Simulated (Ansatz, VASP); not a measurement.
## Two plane-wave programs on Mg2As

The input INCAR:

```
PREC = Accurate
ENCUT = 520
EDIFF = 1E-7
ISMEAR = -1
SIGMA = 0.05
LREAL = F
LASPH = T
NELM = 60
ALGO = Fast
ISIF = 2
LWAVE = F
LCHARG = F
GGA = PE
NBANDS = 18
```

Contents of KPOINTS:

```
Automatic mesh
0
Gamma
  7 7 6
```

The input POSCAR:

```
Mg2As
1.0
    2.1111390000     -8.6247690000      0.0000000000
    2.1111390000      8.6247690000      0.0000000000
    0.0000000000      0.0000000000      4.5861830000
As Mg
2 4
Direct
    0.6622810000      0.3377190000      0.2500000000
    0.3377190000      0.6622810000      0.7500000000
    0.0655170000      0.9344830000      0.2500000000
    0.2630360000      0.7369640000      0.2500000000
    0.7369640000      0.2630360000      0.7500000000
    0.9344830000      0.0655170000      0.7500000000
```

File input.yaml:

```yaml
crystal:
  lattice:
    - [2.111139, -8.624769, 0.0]
    - [2.111139, 8.624769, 0.0]
    - [0.0, 0.0, 4.586183]
  atoms:
    - { symbol: As, position: [0.662281, 0.337719, 0.25] }
    - { symbol: As, position: [0.337719, 0.662281, 0.75] }
    - { symbol: Mg, position: [0.065517, 0.934483, 0.25] }
    - { symbol: Mg, position: [0.263036, 0.736964, 0.25] }
    - { symbol: Mg, position: [0.736964, 0.263036, 0.75] }
    - { symbol: Mg, position: [0.934483, 0.065517, 0.75] }
hamiltonian:
  xc: pbe
  pseudopotentials: { kind: paw }
kpoints:
  mp_grid: { grid: [7, 7, 6] }
scf:
  occupations: { method: fermi_dirac, width: 0.05 }
output:
  forces: true
  stress: true
  eigenvalues: true
```

Alike in both runs: task single point; functional PBE; k mesh 7 × 7 × 6; occupations fermi-dirac, width 0.05 eV; no spin polarisation.

|  | VASP | Ansatz |
| --- | --- | --- |
| version | VASP 6.6.1 | Ansatz 0.2.0 |
| potentials or method | VASP PAW PBE potentials, release 64 (As, Mg) | Ansatz PAW |
| plane-wave cutoff (eV) | 520 | 420 |
| valence electrons in the cell | 18 | 70 |

Ansatz gave:

| Quantity | Value |
| --- | --- |
| gap on the k mesh at the Fermi level (eV) | none |
| pressure (GPa) | -0.1 |
| traceless stress, the component that is largest in VASP (GPa) | -0.14 |
| rms of the force components (eV/Å) | 0.011 |

Question: What did VASP give for the same quantities?

Answer: gap on the k mesh at the Fermi level (eV): none; pressure (GPa): -0.1; traceless stress, the component that is largest in VASP (GPa): -0.14; rms of the force components (eV/Å): 0.010.

Atom by atom the forces differ by 0.003 eV/Å (rms over components). A gap of «none» marks a metal or a gap that the smearing closes. VASP's potentials hold 18 valence electrons a cell and Ansatz's 70, so a difference there can come from the potentials and not from the codes.
